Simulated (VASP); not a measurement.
# W: single point with PBE

Crystal: W.

```
W
1.0
    -1.67717    1.67717    1.63723
     1.67717   -1.67717    1.63723
     1.67717    1.67717   -1.63723
W
1
Direct
  0.00000 0.00000 0.00000
```

This cell differs from its parent crystal: strain +0.050 along x and y, +0.025 along z.

```json
{
 "Program": "VASP 6.6.1",
 "Task": "single point",
 "Functional": "PBE",
 "Potentials or basis": "VASP PAW PBE potentials, release 64 (W_sv)",
 "Cutoff": "500 eV",
 "k mesh": "20 × 20 × 20",
 "Occupations": "gaussian, width 0.15 eV",
 "Spin": "no spin polarisation",
 "Dipole correction": "no",
 "Further INCAR settings": "ALGO = Normal; EDIFF = 1e-06; NBANDS = 13"
}
```

* Pressure: -30.1 GPa
* Band gap on the k mesh: zero (band 7 reaches 13.51 eV, above the bottom of band 8 at 8.44 eV)

Stress tensor (GPa, compression positive):
```
-32.03   0.00   0.00
  0.00 -32.03   0.00
  0.00   0.00 -26.29
```

Levels at points of the mesh, in eV from the Fermi level:
```csv
k point,band 4,band 5,band 6,band 7,band 8,band 9,band 10,band 11
"(0.00, 0.00, 0.00)",-38.15,-8.80,-1.20,-0.93,-0.93,1.71,2.05,14.00
"(0.50, 0.00, 0.00)",-38.16,-5.37,-3.02,0.33,1.79,2.62,4.90,8.88
"(0.50, 0.50, 0.00)",-38.15,-5.40,-2.74,0.17,1.48,2.40,4.85,8.72
"(0.50, 0.50, 0.50)",-38.68,-4.77,-4.72,4.11,4.11,4.19,6.93,6.93
```

Wall time 100 s on 1 thread of Intel(R) Xeon(R) Platinum 8259CL CPU @ 2.50GHz (Skylake/Cascade Lake), with other jobs on the host, peak memory 0.25 GiB.

Caveat: the cell differs from its parent crystal (strain +0.050 along x and y, +0.025 along z); spin-orbit coupling is left out, which moves the levels of the heavy elements.
